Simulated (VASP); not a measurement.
# TiTeAs3 (P-6m2) in VASP: notebook

The runs below take TiTeAs3 through relaxation of cell and atoms, with PBE.

Everything below comes from runs of VASP 6.6.1. Logs are shortened: lines on timing, memory, paths and dates and some standing lists are left out, and cuts for length are marked.

### 1 The cell of the first run

Symmetry: P-6m2, No. 187, hexagonal system. The conventional cell has a = 4.682 Å, b = 4.682 Å, c = 5.780 Å, α = 90.00°, β = 90.00°, γ = 120.00°. Within 3.6 Å of Ti (site symmetry -6m2) lie 9 As at 2.70 to 3.08 Å. Te (site symmetry -6m2) has 8 As at 2.89 to 3.05 Å within 3.8 Å. As (site symmetry 3m) has 5 As at 2.83 to 3.08 Å and 3 Te at 3.05 Å and 3 Ti at 3.08 Å within 3.7 Å. As (site symmetry -6m2) has 3 Ti at 2.70 Å and 2 Te at 2.89 Å and 6 As at 3.08 Å within 3.6 Å.

The cell was built from a structure type or drawn by symmetry, and may not be a known phase.

### 2 Relaxation of cell and atoms, PBE

INCAR

```
PREC = Accurate
ENCUT = 600
EDIFF = 1E-7
ISMEAR = 0
SIGMA = 0.1
LREAL = F
LASPH = T
NELM = 60
ALGO = Normal
ISIF = 3
LWAVE = F
LCHARG = F
GGA = PE
IBRION = 2
NSW = 90
EDIFFG = -0.04
```

KPOINTS

```
Automatic mesh
0
Gamma
  6 6 4
```

POSCAR

```
TiTeAs3
1.0
    4.6817659800      0.0000000000      0.0000000000
   -2.3408829900      4.0545282700      0.0000000000
    0.0000000000      0.0000000000      5.7798519200
Ti Te As
1 1 3
Direct
    0.3333333300      0.6666666700      0.5000000000
    0.6666666700      0.3333333300      0.0000000000
    0.0000000000      0.0000000000      0.7552470000
    0.0000000000      0.0000000000      0.2447530000
    0.6666666700      0.3333333300      0.5000000000
```

Potentials or basis: VASP PAW PBE potentials, release 64 (Ti_sv, Te, As).

Started as:

```console
$ cat potpaw_PBE.64/Ti_sv/POTCAR potpaw_PBE.64/Te/POTCAR potpaw_PBE.64/As/POTCAR > POTCAR
$ mpirun -np 1 vasp_std > vasp.out
```

OUTCAR:

```text
PREC = Accurate
   ENCUT = 600
   EDIFF = 1E-7
   ISMEAR = 0
   LREAL = F
   LASPH = T
   NELM = 60
   ISIF = 3
   GGA = PE
   IBRION = 2
   NSW = 90
   EDIFFG = -0.04

 ion  position               nearest neighbor table
   1  0.333  0.667  0.500-   5 2.70   5 2.70   5 2.70
   2  0.667  0.333  0.000-   5 2.89   5 2.89   3 3.05   4 3.05   3 3.05   4 3.05   3 3.05   4 3.05

   3  0.000  0.000  0.755-   4 2.83   2 3.05   2 3.05   2 3.05
   4  0.000  0.000  0.245-   3 2.83   2 3.05   2 3.05   2 3.05
   5  0.667  0.333  0.500-   1 2.70   1 2.70   1 2.70   2 2.89   2 2.89

  LATTYP: Found a hexagonal cell.
 ALAT       =     4.6817659800
 C/A-ratio  =     1.2345452431

  Lattice vectors:

 A1 = (   4.6817659800,   0.0000000000,   0.0000000000)
 A2 = (  -2.3408829900,   4.0545282700,   0.0000000000)
 A3 = (   0.0000000000,   0.0000000000,   5.7798519200)

Analysis of symmetry for initial positions (statically):
=====================================================================
 Subroutine PRICEL returns:
 Original cell was already a primitive cell.

 Routine SETGRP: Setting up the symmetry group for a
 hexagonal supercell.

 Subroutine GETGRP returns: Found 12 space group operations
 (whereof 12 operations were pure point group operations)
 out of a pool of 24 trial point group operations.

The static configuration has the point symmetry D_3h.

Analysis of symmetry for dynamics (positions and initial velocities):
=====================================================================
 Subroutine PRICEL returns:
 Original cell was already a primitive cell.

 Routine SETGRP: Setting up the symmetry group for a
 hexagonal supercell.

 Subroutine GETGRP returns: Found 12 space group operations
 (whereof 12 operations were pure point group operations)
 out of a pool of 24 trial point group operations.

The dynamic configuration has the point symmetry D_3h.

 Subroutine INISYM returns: Found 12 space group operations
 (whereof 12 operations are pure point group operations),
 and found     1 'primitive' translations

----------------------------------------------------------------------------------------

                                     Primitive cell

  volume of cell :     109.7152

  direct lattice vectors                    reciprocal lattice vectors
     4.681765980  0.000000000  0.000000000     0.213594615  0.123318908  0.000000000
    -2.340882990  4.054528270  0.000000000     0.000000000  0.246637817  0.000000000
     0.000000000  0.000000000  5.779851920     0.000000000  0.000000000  0.173014813

  length of vectors
     4.681765980  4.681765977  5.779851920     0.246637816  0.246637817  0.173014813

  position of ions in fractional coordinates (direct lattice)
     0.333333330  0.666666670  0.500000000
     0.666666670  0.333333330  0.000000000
     0.000000000  0.000000000  0.755247000
     0.000000000  0.000000000  0.244753000
     0.666666670  0.333333330  0.500000000

  ion indices of the primitive-cell ions
   primitive index   ion index
                 1           1
                 2           2
                 3           3
                 4           4
                 5           5

----------------------------------------------------------------------------------------

 KPOINTS: Automatic mesh

Automatic generation of k-mesh.
 Grid dimensions read from file:
 generate k-points for:    6    6    4

 Generating k-lattice:

  Cartesian coordinates                     Fractional coordinates (reciprocal lattice)
     0.035599102  0.020553151  0.000000000     0.166666667 -0.000000000  0.000000000
     0.000000000  0.041106303  0.000000000     0.000000000  0.166666667  0.000000000
     0.000000000  0.000000000  0.043253703     0.000000000  0.000000000  0.250000000

  Length of vectors
     0.041106303  0.041106303  0.043253703

  Shift w.r.t. Gamma in fractional coordinates (k-lattice)
     0.000000000  0.000000000  0.000000000

 Subroutine IBZKPT returns following result:
 ===========================================

 Found     21 irreducible k-points:

 Following reciprocal coordinates:
            Coordinates               Weight
  0.000000  0.000000  0.000000      1.000000
  0.166667 -0.000000  0.000000      6.000000
  0.333333  0.000000  0.000000      6.000000
  0.500000 -0.000000  0.000000      3.000000
  0.166667  0.166667  0.000000      6.000000
  0.333333  0.166667  0.000000     12.000000
[... 13 lines left out ...]
  0.333333  0.166667  0.500000     12.000000
  0.333333  0.333333  0.500000      2.000000
   k-points           NKPTS =     21   k-points in BZ     NKDIM =     21   number of bands    NBANDS=     20
   number of dos      NEDOS =    301   number of ions     NIONS =      5
   total plane-waves  NPLWV =  76800
   dimension x,y,z NGX =    40 NGY =   40 NGZ =   48
   dimension x,y,z NGXF=    80 NGYF=   80 NGZF=   96
   ions per type =               1   1   3
   NGX,Y,Z   is equivalent  to a cutoff of  14.20, 14.20, 13.81 a.u.
   NGXF,Y,Z  is equivalent  to a cutoff of  28.41, 28.41, 27.61 a.u.
 SYSTEM =  unknown system
   PREC   = accura    normal or accurate (medium, high low for compatibility)
   ISTART =      0    job   : 0-new  1-cont  2-samecut
   ICHARG =      2    charge: 1-file 2-atom 10-const
   ISPIN  =      1    spin polarized calculation?
   LNONCOLLINEAR =      F non collinear calculations
   LSORBIT =      F    spin-orbit coupling
   LASPH  =      T    aspherical Exc in radial PAW
   ENCUT  =  600.0 eV  44.10 Ry    6.64 a.u.   9.35  9.35 11.54*2*pi/ulx,y,z
   NELM   =     60;   NELMIN=  2; NELMDL= -5     # of ELM steps
   EDIFF  = 0.1E-06   stopping-criterion for ELM
   LREAL  =      F    real-space projection
   EDIFFG = -.4E-01   stopping-criterion for IOM
   NSW    =     90    number of steps for IOM
   IBRION =      2    ionic relax: 0-MD 1-quasi-New 2-CG
   NFREE  =      1    steps in history (QN), initial steepest desc. (CG)
   ISIF   =      3    stress and relaxation
   ISYM   =      2    0-nonsym 1-usesym 2-fastsym
   POTIM  = 0.5000    time-step for ionic-motion
   TEBEG  =    0.0;   TEEND  =   0.0 temperature during run
   PSTRESS=    0.0 pullay stress
   NELECT =      33.0000    total number of electrons
   NUPDOWN=      -1.0000    fix difference up-down
   EMIN   =  10.00;   EMAX   =-10.00  energy-range for DOS
   EFERMI =   0.00;   METHOD = LEGACY
   ISMEAR =     0;   SIGMA  =   0.10  broadening in eV -4-tet -1-fermi 0-gaus
   EFERMI_NEDOS =   21; number of points for ismear=-14 and -15
   IALGO  =     38    algorithm
   IMIX   =      4    mixing-type and parameters
     AMIX     =   0.40;   BMIX     =  1.00
     AMIX_MAG =   1.60;   BMIX_MAG =  1.00
  volume/ion in A,a.u.               =      21.94       148.08
  Fermi-wavevector in a.u.,A,eV,Ry     =   1.096875  2.072794 16.369649  1.203135
  Thomas-Fermi vector in A             =   2.233225
   LORBIT       =      0    0 simple, 1 ext, 2 COOP (PROOUT), +10 PAW based schemes
   GGA     = PE    functional components
   LHFCALC =     F    Hartree Fock is set to
   AEXX    =    0.0000 exact exchange contribution
   IVDW    =     0    specifies the selected vdW correction
   LEPSILON=     F    determine dielectric tensor
   LRPA    =     F    only Hartree local field effects (RPA)
 conjugate gradient relaxation of ions
 non-spin polarized calculation
 Gauss-broadening in eV      SIGMA  =   0.10
  energy-cutoff  :      600.00
  volume of cell :      109.72
 maximum number of plane-waves:      3695
 NGX is ok and might be reduce to    40
   NGX = 19   NGY = 19   NGZ = 23

--------------------------------------- Ionic step        1  -------------------------------------------

 number of electron      33.0000003 magnetization

 Free energy of the ion-electron system (eV)
  ---------------------------------------------------
  ext. energy  EPLUGINS =         0.00000000
  ---------------------------------------------------
  free energy    TOTEN  =       -23.72463463 eV

  energy without entropy =      -23.71234508  energy(sigma->0) =      -23.71848985

------------------------ aborting loop because EDIFF is reached ----------------------------------------

  FORCE on cell =-STRESS in cart. coord.  units (eV):
  Direction    XX          YY          ZZ          XY          YZ          ZX
  --------------------------------------------------------------------------------------
  -------------------------------------------------------------------------------------
  Total       -1.1655814     -1.1655814      0.5319654      0.0000000     -0.0000000      0.0000000
  in kB      -17.0210531    -17.0210531      7.7683220      0.0000000     -0.0000000      0.0000000
  external PRESSURE =      -8.7579281 kB  Pullay stress =       0.0000000 kB
[... 98 lines left out ...]
  FREE ENERGIE OF THE ION-ELECTRON SYSTEM (eV)
  ---------------------------------------------------
  free  energy   TOTEN  =       -23.8074667049 eV

  energy  without entropy=      -23.7950590142  energy(sigma->0) =      -23.80126286

[... ionic steps 4 to 11 ...]

--------------------------------------- Ionic step       12  -------------------------------------------

 number of electron      32.9999997 magnetization

------------------------ aborting loop because EDIFF is reached ----------------------------------------

  FORCE on cell =-STRESS in cart. coord.  units (eV):
  Direction    XX          YY          ZZ          XY          YZ          ZX
  --------------------------------------------------------------------------------------
  -------------------------------------------------------------------------------------
  Total       -0.4499746     -0.4499746     -0.2238627      0.0000000      0.0000000      0.0000000
  in kB       -6.4797622     -6.4797622     -3.2236866      0.0000000      0.0000000      0.0000000
  external PRESSURE =      -5.3944037 kB  Pullay stress =       0.0000000 kB
[... 63 lines left out ...]
  energy  without entropy=      -23.9141678472  energy(sigma->0) =      -23.91935864

--------------------------------------- Ionic step       14  -------------------------------------------

 number of electron      32.9999998 magnetization

 Free energy of the ion-electron system (eV)
  ---------------------------------------------------
  ext. energy  EPLUGINS =         0.00000000
  ---------------------------------------------------
  free energy    TOTEN  =       -23.92490511 eV

  energy without entropy =      -23.91457043  energy(sigma->0) =      -23.91973777

 E-fermi :   6.3051     XC(G=0): -10.2119

 val. band max:        6.2853304760   @ k =   0.3333   0.0000   0.0000
 cond. band min:       6.3485114971   @ k =   0.1667   0.1667   0.0000
 fundamental gap:      0.0631810212
 Fermi energy:         6.3051463612

 k-point     1 :       0.0000    0.0000    0.0000
  band No.  band energies     occupation
      1     -50.8749      2.00000
      2     -27.3708      2.00000
      3     -27.0155      2.00000
      4     -27.0155      2.00000
      5      -7.7733      2.00000
      6      -4.2196      2.00000
[... 12 lines left out ...]
     19       7.1252      0.00000
[... 491 lines left out ...]
  FREE ENERGIE OF THE ION-ELECTRON SYSTEM (eV)
  ---------------------------------------------------
  free  energy   TOTEN  =       -23.9249051142 eV

  energy  without entropy=      -23.9145704329  energy(sigma->0) =      -23.91973777

 reached required accuracy - stopping structural energy minimisation
```

Run time: 25 min. Hardware: 1 thread of Intel Xeon 8259CL, shared host; peak memory 0.33 GiB.

What came out:

* Free energy: -23.9249 eV
* Relaxed volume: 22.10 Å³/atom
* Relaxed cell: a = 4.640 Å, b = 4.640 Å, c = 5.926 Å, α = 90.00°, β = 90.00°, γ = 120.00°
* Space group after relaxing (to 0.1 Å): P-6m2 (No. 187)
* Energy gained by relaxing: 40.1 meV/atom
* Ionic steps: 14
* Pressure after relaxing: 0.0 GPa
* Largest force after relaxing: 0.026 eV/Å
* Band gap on the k mesh: zero (an odd number of electrons rules out a gap without spin polarisation)

Forces on the atoms (eV/Å):
```
Ti   0.000  0.000  0.000
Te   0.000  0.000  0.000
As   0.000  0.000 -0.026
As   0.000  0.000  0.026
As   0.000  0.000  0.000
```

The path:
```tsv
step	energy change (eV)	largest force (eV/Å)	pressure (GPa)	volume (Å³)
1	0.0000	0.6407	-0.88	109.72
2	-0.0555	0.5690	0.36	107.81
3	-0.0828	0.4569	2.47	105.23
4	-0.1136	0.4048	1.95	106.09
5	-0.1650	0.2107	0.87	108.64
6	-0.1718	0.1019	0.58	109.79
7	-0.1720	0.0769	0.53	110.04
8	-0.1812	0.1133	-0.04	110.74
9	-0.1884	0.1821	-1.03	112.06
10	-0.1939	0.1518	-0.87	111.78
11	-0.1983	0.0792	-0.61	111.36
12	-0.1985	0.0588	-0.54	111.26
13	-0.1999	0.0403	-0.23	110.82
14	-0.2003	0.0264	0.00	110.49
```

Final structure:
```
Ti Te As
1.0
     4.63987    0.00000    0.00000
    -2.31994    4.01825    0.00000
     0.00000    0.00000    5.92640
Ti Te As
1 1 3
Direct
  0.33333 0.66667 0.50000
  0.66667 0.33333 0.00000
  0.00000 0.00000 0.71832
  0.00000 0.00000 0.28168
  0.66667 0.33333 0.50000
```

Caveat: spin-orbit coupling is left out, which moves the levels of the heavy elements.

### 3 Relaxation of cell and atoms, PBE

This run uses another cell than the first one, of 22.13 Å³/atom.

INCAR

```
SYSTEM = TiTeAs3
PREC     = Accurate       ! precision mode
ENCUT    = 600            ! plane-wave cutoff, eV
EDIFF    = 1E-6           ! SCF threshold, eV
ISMEAR   = 0              ! smearing method
SIGMA    = 0.1            ! smearing width, eV
LREAL    = .False.        ! projectors in reciprocal space
LASPH    = .True.         ! aspherical terms in the spheres
NELM     = 60             ! most SCF steps
ALGO     = Normal         ! electronic algorithm
ISIF     = 3              ! what is computed and relaxed
LWAVE    = .False.        ! write WAVECAR
LCHARG   = .False.        ! write CHGCAR
GGA      = PE             ! functional
IBRION   = 2              ! ionic algorithm
NSW      = 100            ! ionic steps
EDIFFG   = -0.01          ! ionic threshold
```

KPOINTS

```
Automatic mesh
0
Gamma
  12 12 6
  0 0 0
```

POSCAR

```
TiTeAs3
1.0
    4.6347561431      0.0000000000      0.0000000000
   -2.3173780715      4.0138165602      0.0000000000
    0.0000000000      0.0000000000      5.9473755784
Ti Te As
1 1 3
Direct
    0.3333333333      0.6666666667      0.5000000000
    0.6666666667      0.3333333333      0.0000000000
    0.0000000000      0.0000000000      0.7171573949
    0.0000000000      0.0000000000      0.2828426051
    0.6666666667      0.3333333333      0.5000000000
```

Potentials or basis: VASP PAW PBE potentials, release 64 (Ti_sv, Te, As).

Started as:

```console
$ cat potpaw_PBE.64/Ti_sv/POTCAR potpaw_PBE.64/Te/POTCAR potpaw_PBE.64/As/POTCAR > POTCAR
$ mpirun -np 1 vasp_std > vasp.out
```

Run time: 30 min. Hardware: 1 thread of Intel Xeon 8259CL, shared host; peak memory 0.46 GiB.

The run converged. Its results:

| Quantity | Value |
| --- | --- |
| Free energy | -23.9274 eV |
| Relaxed volume | 22.24 Å³/atom |
| Relaxed cell | a = 4.607 Å, b = 4.607 Å, c = 6.048 Å, α = 90.00°, β = 90.00°, γ = 120.00° |
| Space group after relaxing (to 0.1 Å) | P-6m2 (No. 187) |
| Energy gained by relaxing | 1.8 meV/atom |
| Ionic steps | 8 |
| Pressure after relaxing | 0.0 GPa |
| Largest force after relaxing | 0.008 eV/Å |
| Band gap on the k mesh | zero (an odd number of electrons rules out a gap without spin polarisation) |

Forces in eV/Å, atoms in the order of the input:
```
Ti   0.000  0.000  0.000
Te   0.000  0.000  0.000
As   0.000  0.000 -0.008
As   0.000  0.000  0.008
As   0.000  0.000  0.000
```

The path:
```tsv
step	energy change (eV)	largest force (eV/Å)	pressure (GPa)	volume (Å³)
1	0.0000	0.0504	-0.06	110.64
2	-0.0057	0.0494	0.10	110.51
3	-0.0074	0.0456	0.30	110.36
4	-0.0074	0.0460	0.27	110.38
5	-0.0080	0.0663	-0.11	111.06
6	-0.0080	0.0643	-0.09	110.99
7	-0.0085	0.0398	-0.05	111.08
8	-0.0088	0.0082	-0.01	111.18
```

Final structure:
```
Ti Te As
1.0
     4.60722    0.00000    0.00000
    -2.30361    3.98997    0.00000
     0.00000    0.00000    6.04829
Ti Te As
1 1 3
Direct
  0.33333 0.66667 0.50000
  0.66667 0.33333 0.00000
  0.00000 0.00000 0.71402
  0.00000 0.00000 0.28598
  0.66667 0.33333 0.50000
```

Levels at points of the mesh, in eV from the Fermi level:
| k point | band 13 | band 14 | band 15 | band 16 | band 17 | band 18 | band 19 | band 20 |
| --- | --- | --- | --- | --- | --- | --- | --- | --- |
| (0.00, 0.00, 0.00) | -1.13 | -1.13 | -0.82 | -0.82 | -0.58 | -0.58 | 0.84 | 1.07 |
| (0.50, 0.00, 0.00) | -1.71 | -1.25 | -0.32 | -0.26 | 0.47 | 0.93 | 0.94 | 1.97 |
| (0.00, 0.00, 0.50) | -2.43 | -1.73 | -0.68 | -0.68 | -0.30 | -0.30 | 0.97 | 1.28 |
| (0.50, 0.00, 0.50) | -2.38 | -1.72 | -1.51 | -0.41 | -0.23 | 0.36 | 0.70 | 1.81 |

Caveat: spin-orbit coupling is left out, which moves the levels of the heavy elements.
